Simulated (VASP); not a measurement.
# PrHRh3 (R3m) in VASP: notebook, part 2 of 2

VASP 6.6.1. Earlier steps stand in the parts before.

### Step 5. Single point, PBE (volume scaled by 1.03, then relaxed in part)

The input, INCAR:

```
SYSTEM = PrHRh3
PREC     = Accurate       ! precision mode
ENCUT    = 520            ! plane-wave cutoff, eV
EDIFF    = 1E-7           ! SCF threshold, eV
ISMEAR   = 0              ! smearing method
SIGMA    = 0.1            ! smearing width, eV
LREAL    = .FALSE.        ! projectors in reciprocal space
LASPH    = .TRUE.         ! aspherical terms in the spheres
NELM     = 60             ! most SCF steps
ALGO     = Normal         ! electronic algorithm
ISIF     = 2              ! what is computed and relaxed
LWAVE    = .FALSE.        ! write WAVECAR
LCHARG   = .FALSE.        ! write CHGCAR
GGA      = PE             ! functional
NBANDS   = 38             ! bands
```

The input, KPOINTS:

```
regular mesh
0
G
  6 6 6
  0 0 0
```

The input, POSCAR:

```
PrHRh3
1.0
    2.9832258280      1.7223662349      2.4379108477
   -2.9832258280      1.7223662349      2.4379108477
    0.0000000000     -3.4447324697      2.4379108478
Pr H Rh
1 1 3
Direct
    0.9885287910      0.9885287910      0.9885287910
    0.5909436909      0.5909436909      0.5909436909
    0.4862419575      0.0017094230      0.4862419575
    0.4862419575      0.4862419575      0.0017094230
    0.0017094230      0.4862419575      0.4862419575
```

Potentials or basis: VASP PAW PBE potentials, release 64 (Pr, H, Rh_pv).

On the command line:

```sh
$ cat potpaw_PBE.64/Pr/POTCAR potpaw_PBE.64/H/POTCAR potpaw_PBE.64/Rh_pv/POTCAR > POTCAR
$ mpirun -np 1 vasp_std > vasp.out
```

OUTCAR:

```text
SYSTEM = PrHRh3
   PREC = Accurate
   ENCUT = 520
   EDIFF = 1E-7
   ISMEAR = 0
   LREAL = .FALSE.
   LASPH = .TRUE.
   NELM = 60
   ISIF = 2
   GGA = PE

 ion  position               nearest neighbor table
   1  0.989  0.989  0.989-   4 2.97   3 2.97   5 2.97   4 2.98   4 2.98   3 2.98   5 2.98   3 2.98
                             5 2.98   4 3.00   3 3.00   5 3.00
   2  0.591  0.591  0.591-   3 1.84   5 1.84   4 1.84
   3  0.486  0.002  0.486-   2 1.84   5 2.89   4 2.89   1 2.97   1 2.98   1 2.98   5 2.99   5 2.99
                             4 2.99   4 2.99   1 3.00   5 3.08   4 3.08
[... 1193 lines left out ...]
  -------------------------------------------------------------------------------------
  Total       -5.1971443     -5.1971443     -5.7022790      0.0000000      0.0000000      0.0000000
  in kB     -110.7884934   -110.7884934   -121.5565434      0.0000000      0.0000000      0.0000000
  external PRESSURE =    -114.3778434 kB  Pullay stress =       0.0000000 kB

 VOLUME and BASIS-vectors are now :
 -----------------------------------------------------------------------------
  energy-cutoff  :      520.00
  volume of cell :       75.16
      direct lattice vectors                 reciprocal lattice vectors
     2.983225828  1.722366235  2.437910848     0.167603805  0.096766102  0.136729091
    -2.983225828  1.722366235  2.437910848    -0.167603805  0.096766102  0.136729091
     0.000000000 -3.444732470  2.437910848     0.000000000 -0.193532204  0.136729091

 POSITION                                       TOTAL-FORCE (eV/Angst)
 -----------------------------------------------------------------------------------
      0.00000      0.00000      7.22984         0.000000      0.000000      0.215554
      0.00000      0.00000      4.32200         0.000000      0.000000      0.024293
      1.44547     -0.83454      2.37500         0.064886     -0.037462     -0.079949
      0.00000      1.66908      2.37500         0.000000      0.074924     -0.079949
     -1.44547     -0.83454      2.37500        -0.064886     -0.037462     -0.079949
 -----------------------------------------------------------------------------------
    total drift:                                0.000000     -0.000009      0.001428

  FREE ENERGIE OF THE ION-ELECTRON SYSTEM (eV)
  ---------------------------------------------------
  free  energy   TOTEN  =       -32.5457385674 eV

  energy  without entropy=      -32.4811044213  energy(sigma->0) =      -32.51342149
```

Wall time 67 s (1 thread of Intel Xeon 6975P-C (Granite Rapids), shared host); peak memory 0.24 GiB.

Results:

```yaml
Free_energy: -32.5457 eV
Pressure: -11.4 GPa
Largest_force: 0.216 eV/Å
```

Forces in eV/Å, atoms in the order of the input:
```
Pr   0.000  0.000  0.216
H    0.000  0.000  0.024
Rh   0.065 -0.037 -0.080
Rh   0.000  0.075 -0.080
Rh  -0.065 -0.037 -0.080
```

Levels at points of the mesh, in eV from the Fermi level:
```
           k point  band 25  band 26  band 27  band 28  band 29  band 30  band 31  band 32  band 33  band 34
(0.00, 0.00, 0.00)    -0.67    -0.07    -0.03    -0.03    -0.03     0.04     0.04     0.07     0.15     0.39
(0.50, 0.00, 0.00)    -1.39    -1.32    -1.29    -1.05    -0.52     0.20     0.21     0.21     0.32     0.34
(0.50, 0.50, 0.00)    -1.58    -1.52    -1.42    -1.40    -0.87    -0.50     0.12     0.13     0.21     0.24
(0.50, 0.50, 0.50)    -1.40    -1.40     0.01     0.01     0.01     0.02     0.05     0.05     0.15     0.15
```

Caveat: spin-orbit coupling is left out, which moves the levels of the heavy elements; without U or exact exchange the open f shell lies at the Fermi level, which spoils levels, moments and volumes. Spin polarisation is off, so any magnetic state and its effect on volume and gap are missing.

### Step 6. Single point, PBE (volume scaled by 1.06, then relaxed in part)

The input, INCAR:

```
SYSTEM = PrHRh3
PREC = Accurate
ENCUT = 520
EDIFF = 1E-7
ISMEAR = 0
SIGMA = 0.1
LREAL = .False.
LASPH = .True.
NELM = 100
ALGO = Normal
ISIF = 2
LWAVE = .False.
LCHARG = .True.
GGA = PE
LELF = .True.
LVHAR = .True.
NBANDS = 38
```

The input, KPOINTS:

```
Automatic mesh
0
Gamma
  6 6 6
  0 0 0
```

The input, POSCAR:

```
PrHRh3
1.0
    3.0111728054      1.7385014298      2.4625630687
   -3.0111728054      1.7385014298      2.4625630687
    0.0000000000     -3.4770028595      2.4625630687
Pr H Rh
1 1 3
Direct
    0.9840217526      0.9840217526      0.9840217526
    0.6073184285      0.6073184285      0.6073184285
    0.4810362081      0.0002532226      0.4810362081
    0.4810362081      0.4810362081      0.0002532226
    0.0002532226      0.4810362081      0.4810362081
```

Potentials or basis: VASP PAW PBE potentials, release 64 (Pr, H, Rh_pv).

On the command line:

```sh
$ cat potpaw_PBE.64/Pr/POTCAR potpaw_PBE.64/H/POTCAR potpaw_PBE.64/Rh_pv/POTCAR > POTCAR
$ mpirun -np 1 vasp_std > vasp.out
```

It took 64 s on 1 thread of Intel Xeon 6975P-C (Granite Rapids), shared host; peak memory 0.23 GiB.

The run converged. Its results:

```
Free energy   : -32.3749 eV
Pressure      : -14.0 GPa
Largest force : 0.226 eV/Å
```

Forces on the atoms (eV/Å):
```
Pr   0.000  0.000  0.226
H    0.000  0.000  0.063
Rh   0.063 -0.036 -0.097
Rh   0.000  0.072 -0.097
Rh  -0.063 -0.036 -0.097
```

Stress tensor (GPa, compression positive):
```
-13.59   0.00   0.00
  0.00 -13.59   0.00
  0.00   0.00 -14.74
```

Levels at points of the mesh, in eV from the Fermi level:
| k point | band 26 | band 27 | band 28 | band 29 | band 30 | band 31 | band 32 | band 33 |
| --- | --- | --- | --- | --- | --- | --- | --- | --- |
| (0.00, 0.00, 0.00) | -0.08 | -0.06 | -0.03 | -0.03 | 0.05 | 0.05 | 0.08 | 0.15 |
| (0.50, 0.00, 0.00) | -1.27 | -1.23 | -0.98 | -0.49 | 0.20 | 0.20 | 0.21 | 0.30 |
| (0.50, 0.50, 0.00) | -1.44 | -1.36 | -1.32 | -0.82 | -0.45 | 0.12 | 0.13 | 0.21 |
| (0.50, 0.50, 0.50) | -1.29 | 0.00 | 0.01 | 0.01 | 0.03 | 0.05 | 0.05 | 0.15 |

Caveat: spin-orbit coupling is left out, which moves the levels of the heavy elements; without U or exact exchange the open f shell lies at the Fermi level, which spoils levels, moments and volumes.

### Step 7. Single point, PBE (volume scaled by 1.10, then relaxed in part)

The input, INCAR:

```
SYSTEM = PrHRh3
PREC = Accurate
ENCUT = 520
EDIFF = 1E-7
ISMEAR = 0
SIGMA = 0.1
LREAL = .False.
LASPH = .True.
NELM = 80
ALGO = Normal
ISIF = 2
LWAVE = .False.
LCHARG = .False.
GGA = PE
NBANDS = 38
```

KPOINTS is that of step 6.

The input, POSCAR:

```
PrHRh3
1.0
    3.0438524649      1.7573690400      2.5009116186
   -3.0438524649      1.7573690400      2.5009116186
    0.0000000000     -3.5147380800      2.5009116186
Pr H Rh
1 1 3
Direct
    0.9811904853      0.9811904853      0.9811904853
    0.6199895370      0.6199895370      0.6199895370
    0.4771709626     -0.0018561276      0.4771709626
    0.4771709626      0.4771709626     -0.0018561276
   -0.0018561276      0.4771709626      0.4771709626
```

Potentials or basis: VASP PAW PBE potentials, release 64 (Pr, H, Rh_pv).

On the command line:

```sh
$ cat potpaw_PBE.64/Pr/POTCAR potpaw_PBE.64/H/POTCAR potpaw_PBE.64/Rh_pv/POTCAR > POTCAR
$ mpirun -np 1 vasp_std > vasp.out
```

OUTCAR:

```text
SYSTEM = PrHRh3
   PREC = Accurate
   ENCUT = 520
   EDIFF = 1E-7
   ISMEAR = 0
   LREAL = .False.
   LASPH = .True.
   NELM = 80
   ISIF = 2
   GGA = PE

 ion  position               nearest neighbor table
   1  0.981  0.981  0.981-   3 3.03   5 3.03   4 3.03   4 3.04   4 3.04   3 3.04   5 3.04   3 3.04
                             5 3.04   5 3.08   3 3.08   4 3.08
   2  0.620  0.620  0.620-   3 1.85   5 1.85   4 1.85
   3  0.477  0.998  0.477-   2 1.85   5 2.92   4 2.92   1 3.03   1 3.04   1 3.04   4 3.06   4 3.06
                             5 3.06   5 3.06   1 3.08   5 3.17   4 3.17
   4  0.477  0.477  0.998-   2 1.85   3 2.92   5 2.92   1 3.03   1 3.04   1 3.04   5 3.06   3 3.06
                             3 3.06   5 3.06   1 3.08   5 3.17   3 3.17
   5  0.998  0.477  0.477-   2 1.85   3 2.92   4 2.92   1 3.03   1 3.04   1 3.04   4 3.06   4 3.06
                             3 3.06   3 3.06   1 3.08   3 3.17   4 3.17

  LATTYP: Found a trigonal (rhomboedric) cell.
 ALAT       =     4.3136924664
 COS(alpha) =     0.0041846130

  Lattice vectors:

 A1 = (   3.0438524649,   1.7573690400,   2.5009116186)
 A2 = (  -3.0438524649,   1.7573690400,   2.5009116186)
 A3 = (   0.0000000000,  -3.5147380800,   2.5009116186)

Analysis of symmetry for initial positions (statically):
=====================================================================
 Subroutine PRICEL returns:
 Original cell was already a primitive cell.

 Routine SETGRP: Setting up the symmetry group for a
 trigonal (rhombohedral) supercell.

 Subroutine GETGRP returns: Found  6 space group operations
 (whereof  6 operations were pure point group operations)
 out of a pool of 12 trial point group operations.

The static configuration has the point symmetry C_3v.

Analysis of symmetry for dynamics (positions and initial velocities):
=====================================================================
 Subroutine PRICEL returns:
 Original cell was already a primitive cell.

[... 127 lines left out ...]
   EFERMI =   0.00;   METHOD = LEGACY
   ISMEAR =     0;   SIGMA  =   0.10  broadening in eV -4-tet -1-fermi 0-gaus
   EFERMI_NEDOS =   21; number of points for ismear=-14 and -15
   IALGO  =     38    algorithm
   IMIX   =      4    mixing-type and parameters
     AMIX     =   0.40;   BMIX     =  1.00
     AMIX_MAG =   1.60;   BMIX_MAG =  1.00
  volume/ion in A,a.u.               =      16.05       108.33
  Fermi-wavevector in a.u.,A,eV,Ry     =   1.477452  2.791980 29.699682  2.182865
  Thomas-Fermi vector in A             =   2.591855
   LORBIT       =      0    0 simple, 1 ext, 2 COOP (PROOUT), +10 PAW based schemes
   GGA     = PE    functional components
   LHFCALC =     F    Hartree Fock is set to
   AEXX    =    0.0000 exact exchange contribution
   IVDW    =     0    specifies the selected vdW correction
   LEPSILON=     F    determine dielectric tensor
   LRPA    =     F    only Hartree local field effects (RPA)
 non-spin polarized calculation
 Gauss-broadening in eV      SIGMA  =   0.10
  energy-cutoff  :      520.00
  volume of cell :       80.27
 maximum number of plane-waves:      2179
   NGX = 17   NGY = 17   NGZ = 17

 number of electron      58.9999994 magnetization

 Free energy of the ion-electron system (eV)
  ---------------------------------------------------
  ext. energy  EPLUGINS =         0.00000000
  ---------------------------------------------------
  free energy    TOTEN  =       -32.10187431 eV

  energy without entropy =      -32.03361591  energy(sigma->0) =      -32.06774511

 E-fermi :   7.9376     XC(G=0): -12.1193

 val. band max:        7.9360215053   @ k =  -0.1667   0.1667   0.1667
 cond. band min:       7.9376507056   @ k =   0.5000   0.1667  -0.0000
 fundamental gap:      0.0016292003
 Fermi energy:         7.9375660097

 k-point     1 :       0.0000    0.0000    0.0000
  band No.  band energies     occupation
      1     -38.0055      2.00000
      2     -37.9248      2.00000
      3     -37.9248      2.00000
      4     -37.8505      2.00000
      5     -37.8505      2.00000
      6     -37.8187      2.00000
[... 973 lines left out ...]
     37       8.3307      0.00000
     38      10.0849      0.00000

 [... further k-points ...]
[... 5 lines left out ...]
  --------------------------------------------------------------------------------------
  -------------------------------------------------------------------------------------
  Total       -8.2856652     -8.2856652     -8.7613702      0.0000000      0.0000000      0.0000000
  in kB     -165.3871644   -165.3871644   -174.8825390      0.0000000      0.0000000      0.0000000
  external PRESSURE =    -168.5522893 kB  Pullay stress =       0.0000000 kB

 VOLUME and BASIS-vectors are now :
 -----------------------------------------------------------------------------
  energy-cutoff  :      520.00
  volume of cell :       80.27
      direct lattice vectors                 reciprocal lattice vectors
     3.043852465  1.757369040  2.500911619     0.164265517  0.094838741  0.133284731
    -3.043852465  1.757369040  2.500911619    -0.164265517  0.094838741  0.133284731
     0.000000000 -3.514738080  2.500911619     0.000000000 -0.189677481  0.133284731

 POSITION                                       TOTAL-FORCE (eV/Angst)
 -----------------------------------------------------------------------------------
      0.00000      0.00000      7.36161        -0.000000      0.000000      0.221138
      0.00000      0.00000      4.65162        -0.000000     -0.000000      0.087385
     -1.58576      0.91554      4.88299         0.052851     -0.030514     -0.102841
      0.00000     -1.83108      4.88299        -0.000000      0.061027     -0.102841
      1.58576      0.91554      4.88299        -0.052851     -0.030514     -0.102841
 -----------------------------------------------------------------------------------
    total drift:                               -0.000000      0.000006      0.000375

  FREE ENERGIE OF THE ION-ELECTRON SYSTEM (eV)
  ---------------------------------------------------
  free  energy   TOTEN  =       -32.1018743129 eV

  energy  without entropy=      -32.0336159088  energy(sigma->0) =      -32.06774511
```

OSZICAR:

```text
N       E                     dE             d eps       ncg     rms          rms(c)
DAV:   1     0.591140543979E+03    0.59114E+03   -0.32680E+04  3802   0.309E+03
DAV:   2     0.152598925222E+02   -0.57588E+03   -0.54531E+03  3662   0.616E+02
DAV:   3    -0.355717160937E+02   -0.50832E+02   -0.46711E+02  4086   0.158E+02
DAV:   4    -0.382003924284E+02   -0.26287E+01   -0.25812E+01  4676   0.302E+01
[... 15 lines left out ...]
DAV:  20    -0.321018849364E+02    0.15214E-04   -0.14447E-04  3776   0.116E-01    0.868E-02
DAV:  21    -0.321018747582E+02    0.10178E-04   -0.14011E-05  3824   0.343E-02    0.340E-02
DAV:  22    -0.321018744410E+02    0.31722E-06   -0.71454E-07  1928   0.855E-03    0.108E-02
DAV:  23    -0.321018743269E+02    0.11410E-06   -0.12460E-06  2192   0.102E-02    0.840E-03
DAV:  24    -0.321018743129E+02    0.13960E-07   -0.73867E-08  1534   0.494E-03
   1 F= -.32101874E+02 E0= -.32067745E+02  d E =-.682584E-01
```

stdout:

```text
POSCAR found type information on POSCAR PrH Rh
 POSCAR found :  3 types and       5 ions
 scaLAPACK will be used
 LDA part: xc-table for (Slater+PW92), standard interpolation
 POSCAR, INCAR and KPOINTS ok, starting setup
 FFT: planning ... GRIDC
 FFT: planning ... GRID_SOFT
 FFT: planning ... GRID
 WAVECAR not read
 entering main loop
```

Run time: 58 s. Hardware: 1 thread of Intel Xeon 6975P-C (Granite Rapids), shared host; peak memory 0.24 GiB.

Results:

- Free energy: -32.1019 eV
- Pressure: -16.9 GPa
- Largest force: 0.221 eV/Å

Forces in eV/Å, atoms in the order of the input:
```
Pr   0.000  0.000  0.221
H    0.000  0.000  0.087
Rh   0.053 -0.031 -0.103
Rh   0.000  0.061 -0.103
Rh  -0.053 -0.031 -0.103
```

Levels at points of the mesh, in eV from the Fermi level:
```
           k point  band 26  band 27  band 28  band 29  band 30  band 31  band 32  band 33
(0.00, 0.00, 0.00)    -0.09    -0.08    -0.02    -0.02     0.05     0.05     0.09     0.14
(0.50, 0.00, 0.00)    -1.20    -1.16    -0.91    -0.45     0.19     0.19     0.21     0.28
(0.50, 0.50, 0.00)    -1.35    -1.28    -1.23    -0.77    -0.39     0.11     0.13     0.20
(0.50, 0.50, 0.50)    -1.12     0.00     0.00     0.00     0.04     0.05     0.05     0.14
```

Caveat: spin-orbit coupling is left out, which moves the levels of the heavy elements; without U or exact exchange the open f shell lies at the Fermi level, which spoils levels, moments and volumes.

### Step 8. Overview

```tsv
cell	k mesh	smearing	gap on the mesh (eV)	pressure (GPa)	largest force (eV/Å)
a = 4.173 Å, angles 89.9°, 5 atoms	4 × 4 × 4	gaussian 0.2 eV	none	-8.4	0.13
a = 4.137 Å, 5 atoms	6 × 6 × 6	gaussian 0.1 eV	none	-5.1	0.13
a = 4.179 Å, angles 89.9°, 5 atoms	6 × 6 × 6	gaussian 0.1 eV	none	-8.7	0.18
a = 4.220 Å, 5 atoms	6 × 6 × 6	gaussian 0.1 eV	none	-11.4	0.22
a = 4.261 Å, angles 89.9°, 5 atoms	6 × 6 × 6	gaussian 0.1 eV	none	-14.0	0.23
a = 4.314 Å, angles 89.8°, 5 atoms	6 × 6 × 6	gaussian 0.1 eV	none	-16.9	0.22
```

Alike in all rows: task single point; level PBE; potentials or basis VASP PAW PBE potentials, release 64 (Pr, H, Rh_pv); no spin polarisation; cutoff (eV) 520.

Caveats: some runs use coarse meshes; spin-orbit coupling is left out, which moves the levels of the heavy elements; without U or exact exchange the open f shell lies at the Fermi level, which spoils levels, moments and volumes.

Total energies depend on the potentials used, so only differences within one code and one set of settings carry meaning.
